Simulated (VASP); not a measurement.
Here is a VASP 6.6.1 calculation.

INCAR

```
PREC     = Accurate       # precision mode
ENCUT    = 600            # plane-wave cutoff, eV
EDIFF    = 1E-7           # SCF threshold, eV
ISMEAR   = 0              # smearing method
SIGMA    = 0.1            # smearing width, eV
LREAL    = F              # projectors in reciprocal space
LASPH    = T              # aspherical terms in the spheres
NELM     = 80             # most SCF steps
ALGO     = Normal         # electronic algorithm
ISIF     = 3              # what is computed and relaxed
LWAVE    = F              # write WAVECAR
LCHARG   = F              # write CHGCAR
GGA      = PE             # functional
IBRION   = 2              # ionic algorithm
NSW      = 90             # ionic steps
EDIFFG   = -0.04          # ionic threshold
```

The input KPOINTS:

```
regular mesh
0
Gamma
  3 3 6
```

POSCAR

```
Ga3Te2O
1.0
    6.4764943900      0.0000000000      0.0000000000
   -3.2382472000      5.6088086700      0.0000000000
    0.0000000000      0.0000000000      3.5552822600
Ga Te O
3 2 1
Direct
    0.5000000000      0.0000000000      0.5000000000
    0.5000000000      0.5000000000      0.5000000000
    0.0000000000      0.5000000000      0.5000000000
    0.3333333300      0.6666666700      0.0000000000
    0.6666666700      0.3333333300      0.0000000000
    0.0000000000      0.0000000000      0.0000000000
```

Potentials or basis: VASP PAW PBE potentials, release 64 (Ga_d, Te, O).

Launch:

```console
$ cat potpaw_PBE.64/Ga_d/POTCAR potpaw_PBE.64/Te/POTCAR potpaw_PBE.64/O/POTCAR > POTCAR
$ mpirun -np 1 vasp_std > vasp.out
```

(1) What does it give for the band gap on the k mesh?

(2) What does it give for the relaxed volume?

(3) Predict the space group after relaxing (to 0.1 Å).

## Answers

(1) zero (an odd number of electrons rules out a gap without spin polarisation).

(2) 28.83 Å³/atom.

(3) P6/mmm (No. 191).

Caveat: the k points lie up to 0.35 Å⁻¹ apart in the final cell, too coarse for converged energies and pressures of a metal; the volume moved by over 15 % at a fixed basis, so the end points are rough; spin-orbit coupling is left out, which moves the levels of the heavy elements; an odd number of electrons without spin polarisation forces a metal; a magnetic or distorted state may lie lower.
